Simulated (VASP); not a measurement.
Write the native input for VASP 6.6.1 that does the following.

| Item | Value |
| --- | --- |
| Task | relaxation of cell and atoms |
| Functional | PBE |
| Potentials or basis | VASP PAW PBE potentials, release 64 (Na_pv, I, Cl) |
| Cutoff | 600 eV |
| k mesh | 4 × 4 × 6 |
| Occupations | gaussian, width 0.02 eV |
| Spin | no spin polarisation |
| Dipole correction | no |
| Further INCAR settings | ALGO = Normal; EDIFF = 1e-07; IBRION = 2; EDIFFG = -0.01; NSW = 100; ISIF = 3 |

The structure of Na4ICl3 lies in POSCAR:

```
Na4ICl3
1.0
    4.2054649051     -5.9436931663      0.0000000000
    4.2054649051      5.9436931663      0.0000000000
    0.0000000000      0.0000000000      4.2252280491
Na I Cl
4 1 3
Direct
    0.2399525468      0.7600474532      0.0000000000
    0.7600474532      0.2399525468      0.0000000000
    0.7701359256      0.7701359256      0.5000000000
    0.2298640744      0.2298640744      0.5000000000
    0.5000000000      0.5000000000      0.0000000000
    0.5000000000      0.0000000000      0.5000000000
    0.0000000000      0.5000000000      0.5000000000
    0.0000000000      0.0000000000      0.0000000000
```

The cell was generated, and may not be a known phase.

These files were run (other wordings do the same):

INCAR

```
PREC = Accurate ; ENCUT = 600
EDIFF = 1E-7 ; ISMEAR = 0
SIGMA = 0.02 ; LREAL = False
LASPH = True ; NELM = 60
ALGO = Normal ; ISIF = 3
LWAVE = False ; LCHARG = False
GGA = PE ; IBRION = 2
NSW = 100 ; EDIFFG = -0.01
```

KPOINTS

```
Automatic mesh
0
Gamma
  4 4 6
```

Potentials or basis: VASP PAW PBE potentials, release 64 (Na_pv, I, Cl).

Command:

```sh
$ cat potpaw_PBE.64/Na_pv/POTCAR potpaw_PBE.64/I/POTCAR potpaw_PBE.64/Cl/POTCAR > POTCAR
$ mpirun -np 1 vasp_std > vasp.out
```

Results of the run:

* Relaxed volume: 26.10 Å³/atom
* Relaxed cell: a = 7.255 Å, b = 7.255 Å, c = 4.205 Å, α = 90.00°, β = 90.00°, γ = 109.41°
* Space group after relaxing (to 0.1 Å): Cmmm (No. 65)
* Energy gained by relaxing: 0.2 meV/atom
* Ionic steps: 3
* Pressure after relaxing: 0.0 GPa
* Largest force after relaxing: 0.007 eV/Å
* Band gap on the k mesh: 3.52 eV

Caveat: spin-orbit coupling is left out, which moves the levels of the heavy elements.

Wall time 10 min on 1 thread of Intel Xeon 8259CL, on a shared host, peak memory 0.5 GiB.
